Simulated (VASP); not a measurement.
Wanted: the native input for a VASP 6.6.1 run.

```
Task                   : single point
Functional             : PBEsol
Potentials or basis    : VASP PAW PBE potentials, release 64 (Zr_sv, N)
Cutoff                 : 520 eV
k mesh                 : 8 × 8 × 10
Occupations            : gaussian, width 0.1 eV
Spin                   : no spin polarisation
Dipole correction      : no
Further INCAR settings : ALGO = Normal; EDIFF = 1e-06; NBANDS = 38
```

The structure of Zr2N lies in POSCAR:

```
Zr2N
1.0
    5.4130027300      0.0000000000      0.0000000000
    0.0000000000      5.4130027300      0.0000000000
    0.0000000000      0.0000000000      3.3077891900
Zr N
4 2
Direct
    0.2961254600      0.2961254600      0.0000000000
    0.7038745400      0.7038745400      0.0000000000
    0.7961254600      0.2038745400      0.5000000000
    0.2038745400      0.7961254600      0.5000000000
    0.0000000000      0.0000000000      0.0000000000
    0.5000000000      0.5000000000      0.5000000000
```

The input as run:

INCAR

```
SYSTEM = Zr2N
PREC = Accurate ; ENCUT = 520
EDIFF = 1E-6 ; ISMEAR = 0
SIGMA = 0.1 ; LREAL = .FALSE.
LASPH = .TRUE. ; NELM = 100
ALGO = Normal ; ISIF = 2
LWAVE = .FALSE. ; LCHARG = .FALSE.
GGA = PS ; NBANDS = 38
```

KPOINTS

```
regular mesh
0
G
  8 8 10
  0 0 0
```

Potentials or basis: VASP PAW PBE potentials, release 64 (Zr_sv, N).

Launch:

```console
$ cat potpaw_PBE.64/Zr_sv/POTCAR potpaw_PBE.64/N/POTCAR > POTCAR
$ mpirun -np 1 vasp_std > vasp.out
```

It gave:

| Quantity | Value |
| --- | --- |
| Pressure | -4.7 GPa |
| Largest force | 0.058 eV/Å |
| Band gap on the k mesh | zero (band 29 reaches 10.96 eV, above the bottom of band 30 at 8.46 eV) |

Caveat: the PAW data sets were made with another functional, which shifts forces and pressure a little.

Run time: 4.2 min on 1 thread of Intel(R) Xeon(R) Platinum 8488C (Sapphire Rapids), on a shared host, peak memory 0.36 GiB.
